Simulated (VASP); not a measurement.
# GaAs (gwk) (F-43m) in VASP: single point with PBE

Aim: the single point of GaAs (gwk) with PBE.

Program: VASP 6.6.1. These are calculated values, not measurements. Logs are shortened: lines on timing, memory, paths and dates and some standing lists are left out, and cuts for length are marked.

## 1. The cell of the first run

Symmetry: F-43m, No. 216, cubic system. Conventional cell: a = 5.659 Å, b = 5.659 Å, c = 5.659 Å, α = 90.00°, β = 90.00°, γ = 90.00°. Ga (site symmetry -43m) has 4 As at 2.45 Å within 3.2 Å. Within 3.2 Å of As (site symmetry -43m) lie 4 Ga at 2.45 Å.

## 2. Single point, PBE

The input, INCAR:

```
SYSTEM = GaAs
PREC = Accurate
ENCUT = 500
EDIFF = 1E-6
ISMEAR = 0
SIGMA = 0.01
LREAL = .FALSE.
LASPH = .TRUE.
NELM = 120
ALGO = Normal
ISIF = 2
LWAVE = .FALSE.
LCHARG = .FALSE.
GGA = PE
NBANDS = 16
GGA_COMPAT = .FALSE.
```

The input, KPOINTS:

```
Automatic mesh
0
G
  6 6 6
  0 0 0
```

The input, POSCAR:

```
GaAs
1.0
    0.0000000000      2.8296445864      2.8296445864
    2.8296445864      0.0000000000      2.8296445864
    2.8296445864      2.8296445864      0.0000000000
Ga As
1 1
Direct
    0.0000000000      0.0000000000      0.0000000000
    0.2500000000      0.2500000000      0.2500000000
```

Potentials or basis: VASP PAW PBE potentials, release 64 (Ga_d, As).

Run with:

```bash
cat potpaw_PBE.64/Ga_d/POTCAR potpaw_PBE.64/As/POTCAR > POTCAR
mpirun -np 1 vasp_std > vasp.out
```

OUTCAR:

```text
SYSTEM = GaAs
   PREC = Accurate
   ENCUT = 500
   EDIFF = 1E-6
   ISMEAR = 0
   LREAL = .FALSE.
   LASPH = .TRUE.
   NELM = 120
   ISIF = 2
   GGA = PE

 ion  position               nearest neighbor table
   1  0.000  0.000  0.000-   2 2.45   2 2.45   2 2.45   2 2.45
   2  0.250  0.250  0.250-   1 2.45   1 2.45   1 2.45   1 2.45

  LATTYP: Found a face centered cubic cell.
 ALAT       =     5.6592891728

  Lattice vectors:

 A1 = (   0.0000000000,   2.8296445864,   2.8296445864)
 A2 = (   2.8296445864,   0.0000000000,   2.8296445864)
 A3 = (   2.8296445864,   2.8296445864,   0.0000000000)

Analysis of symmetry for initial positions (statically):
=====================================================================
 Subroutine PRICEL returns:
 Original cell was already a primitive cell.

 Routine SETGRP: Setting up the symmetry group for a
 face centered cubic supercell.

 Subroutine GETGRP returns: Found 24 space group operations
 (whereof 24 operations were pure point group operations)
 out of a pool of 48 trial point group operations.

The static configuration has the point symmetry T_d .

Analysis of symmetry for dynamics (positions and initial velocities):
=====================================================================
 Subroutine PRICEL returns:
 Original cell was already a primitive cell.

 Routine SETGRP: Setting up the symmetry group for a
 face centered cubic supercell.

 Subroutine GETGRP returns: Found 24 space group operations
 (whereof 24 operations were pure point group operations)
 out of a pool of 48 trial point group operations.

The dynamic configuration has the point symmetry T_d .

 Subroutine INISYM returns: Found 24 space group operations
 (whereof 24 operations are pure point group operations),
 and found     1 'primitive' translations

----------------------------------------------------------------------------------------

                                     Primitive cell

  volume of cell :      45.3133

  direct lattice vectors                    reciprocal lattice vectors
     0.000000000  2.829644586  2.829644586    -0.176700637  0.176700637  0.176700637
     2.829644586  0.000000000  2.829644586     0.176700637 -0.176700637  0.176700637
     2.829644586  2.829644586  0.000000000     0.176700637  0.176700637 -0.176700637

  length of vectors
[... 71 lines left out ...]
   ENCUT  =  500.0 eV  36.75 Ry    6.06 a.u.   7.30  7.30  7.30*2*pi/ulx,y,z
   NELM   =    120;   NELMIN=  2; NELMDL= -5     # of ELM steps
   EDIFF  = 0.1E-05   stopping-criterion for ELM
   LREAL  =      F    real-space projection
   EDIFFG = 0.1E-04   stopping-criterion for IOM
   NSW    =      0    number of steps for IOM
   IBRION =     -1    ionic relax: 0-MD 1-quasi-New 2-CG
   NFREE  =      0    steps in history (QN), initial steepest desc. (CG)
   ISIF   =      2    stress and relaxation
   ISYM   =      2    0-nonsym 1-usesym 2-fastsym
   POTIM  = 0.5000    time-step for ionic-motion
   TEBEG  =    0.0;   TEEND  =   0.0 temperature during run
   PSTRESS=    0.0 pullay stress
   NELECT =      18.0000    total number of electrons
   NUPDOWN=      -1.0000    fix difference up-down
   EMIN   =  10.00;   EMAX   =-10.00  energy-range for DOS
   EFERMI =   0.00;   METHOD = LEGACY
   ISMEAR =     0;   SIGMA  =   0.01  broadening in eV -4-tet -1-fermi 0-gaus
   EFERMI_NEDOS =   21; number of points for ismear=-14 and -15
   IALGO  =     38    algorithm
   IMIX   =      4    mixing-type and parameters
     AMIX     =   0.40;   BMIX     =  1.00
     AMIX_MAG =   1.60;   BMIX_MAG =  1.00
  volume/ion in A,a.u.               =      22.66       152.89
  Fermi-wavevector in a.u.,A,eV,Ry     =   1.203438  2.274168 19.704820  1.448263
  Thomas-Fermi vector in A             =   2.339192
   LORBIT       =      0    0 simple, 1 ext, 2 COOP (PROOUT), +10 PAW based schemes
   GGA     = PE    functional components
   LHFCALC =     F    Hartree Fock is set to
   AEXX    =    0.0000 exact exchange contribution
   IVDW    =     0    specifies the selected vdW correction
   LEPSILON=     F    determine dielectric tensor
   LRPA    =     F    only Hartree local field effects (RPA)
 non-spin polarized calculation
 Gauss-broadening in eV      SIGMA  =   0.01
  energy-cutoff  :      500.00
  volume of cell :       45.31
 maximum number of plane-waves:      1167
 NGX is ok and might be reduce to    30
   NGX = 15   NGY = 15   NGZ = 15

 number of electron      17.9999993 magnetization

 Free energy of the ion-electron system (eV)
  ---------------------------------------------------
  ext. energy  EPLUGINS =         0.00000000
  ---------------------------------------------------
  free energy    TOTEN  =        -8.22970988 eV

  energy without entropy =       -8.22970988  energy(sigma->0) =       -8.22970988

 E-fermi :   4.0279     XC(G=0):  -9.5702

 val. band max:        3.9126691877   @ k =   0.0000   0.0000   0.0000
 cond. band min:       4.4082127137   @ k =   0.0000   0.0000   0.0000
 fundamental gap:      0.4955435260
 Fermi energy:         4.0279128569

 k-point     1 :       0.0000    0.0000    0.0000
  band No.  band energies     occupation
      1     -10.9010      2.00000
      2     -10.9010      2.00000
      3     -10.9010      2.00000
      4     -10.8228      2.00000
      5     -10.8228      2.00000
      6      -8.7921      2.00000
[... 281 lines left out ...]
      3     -10.8565      2.00000
      4     -10.8375      2.00000
      5     -10.8158      2.00000
      6      -6.2552      2.00000
[... 8 lines left out ...]
     15      16.1001      0.00000
     16      17.2254      0.00000

------------------------ aborting loop because EDIFF is reached ----------------------------------------

  FORCE on cell =-STRESS in cart. coord.  units (eV):
  Direction    XX          YY          ZZ          XY          YZ          ZX
  --------------------------------------------------------------------------------------
  -------------------------------------------------------------------------------------
  Total        0.9052474      0.9052474      0.9052474      0.0000000      0.0000000     -0.0000000
  in kB       32.0075344     32.0075344     32.0075344      0.0000000      0.0000000     -0.0000000
  external PRESSURE =      32.0075344 kB  Pullay stress =       0.0000000 kB

 VOLUME and BASIS-vectors are now :
 -----------------------------------------------------------------------------
  energy-cutoff  :      500.00
  volume of cell :       45.31
      direct lattice vectors                 reciprocal lattice vectors
     0.000000000  2.829644586  2.829644586    -0.176700637  0.176700637  0.176700637
     2.829644586  0.000000000  2.829644586     0.176700637 -0.176700637  0.176700637
     2.829644586  2.829644586  0.000000000     0.176700637  0.176700637 -0.176700637

 POSITION                                       TOTAL-FORCE (eV/Angst)
 -----------------------------------------------------------------------------------
      0.00000      0.00000      0.00000        -0.000000      0.000000      0.000000
      1.41482      1.41482      1.41482         0.000000     -0.000000     -0.000000
 -----------------------------------------------------------------------------------
    total drift:                               -0.000000     -0.000000     -0.000000

  FREE ENERGIE OF THE ION-ELECTRON SYSTEM (eV)
  ---------------------------------------------------
  free  energy   TOTEN  =        -8.2297098827 eV

  energy  without entropy=       -8.2297098827  energy(sigma->0) =       -8.22970988
```

OSZICAR:

```text
N       E                     dE             d eps       ncg     rms          rms(c)
DAV:   1     0.843594175533E+02    0.84359E+02   -0.89262E+03   528   0.150E+03
DAV:   2    -0.156496065519E+01   -0.85924E+02   -0.81180E+02   600   0.314E+02
DAV:   3    -0.828570873074E+01   -0.67207E+01   -0.67059E+01   616   0.663E+01
DAV:   4    -0.839196088754E+01   -0.10625E+00   -0.10624E+00   632   0.960E+00
DAV:   5    -0.839350510791E+01   -0.15442E-02   -0.15442E-02   632   0.101E+00    0.290E+00
DAV:   6    -0.824844461360E+01    0.14506E+00   -0.21404E-01   784   0.795E+00    0.175E+00
DAV:   7    -0.822824615604E+01    0.20198E-01   -0.65331E-02   656   0.183E+00    0.565E-01
DAV:   8    -0.822917024526E+01   -0.92409E-03   -0.10654E-02   600   0.116E+00    0.109E-01
DAV:   9    -0.822958612480E+01   -0.41588E-03   -0.97284E-04   640   0.371E-01    0.507E-02
DAV:  10    -0.822965644253E+01   -0.70318E-04   -0.74217E-05   664   0.881E-02    0.276E-02
DAV:  11    -0.822970962447E+01   -0.53182E-04   -0.74055E-05   584   0.649E-02    0.313E-03
DAV:  12    -0.822970988266E+01   -0.25819E-06   -0.11582E-06   528   0.152E-02
   1 F= -.82297099E+01 E0= -.82297099E+01  d E =-.163986E-61
```

stdout:

```text
POSCAR found type information on POSCAR GaAs
 POSCAR found :  2 types and       2 ions
 scaLAPACK will be used
 LDA part: xc-table for (Slater+PW92), standard interpolation
 POSCAR, INCAR and KPOINTS ok, starting setup
 FFT: planning ... GRIDC
 FFT: planning ... GRID_SOFT
 FFT: planning ... GRID
 WAVECAR not read
 entering main loop
```

It took 9.2 s on 1 thread of Intel Xeon Platinum 8488C (Sapphire Rapids), shared host; peak memory 0.16 GiB.

Results:

```yaml
Free_energy: -8.2297 eV
Pressure: 3.2 GPa
Band_gap_on_the_k_mesh: 0.50 eV, direct
```

Levels at points of the mesh, in eV from the valence-band top:
```tsv
k point	band 6	band 7	band 8	band 9	band 10	band 11	band 12	band 13
(0.00, 0.00, 0.00)	-12.70	0.00	0.00	0.00	0.50	3.72	3.72	3.72
(0.50, 0.00, 0.00)	-10.95	-6.63	-1.14	-1.14	0.99	4.63	4.63	7.75
(0.50, 0.50, 0.00)	-10.21	-6.81	-2.67	-2.67	1.46	1.65	10.14	10.14
```
